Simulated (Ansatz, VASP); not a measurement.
## Zr: VASP beside Ansatz

```
CELL_PARAMETERS angstrom
0.00000 2.32779 2.32779
2.32779 0.00000 2.32779
2.32779 2.32779 0.00000
ATOMIC_POSITIONS crystal
Zr 0.00000 0.00000 0.00000
```

Alike in both runs: task single point; functional PBE; k mesh 9 × 9 × 9; occupations gaussian, width 0.1 eV; no spin polarisation.

```csv
,VASP,Ansatz
version,VASP 6.6.1,Ansatz 0.2.0
potentials or method,"VASP PAW PBE potentials, release 64 (Zr_sv), cutoff 500 eV","plane waves, PAW"
valence electrons in the cell,12,12
```

```tsv
	VASP	Ansatz	Ansatz less VASP
pressure (GPa)	-6.4	-6.4	-0.03
```
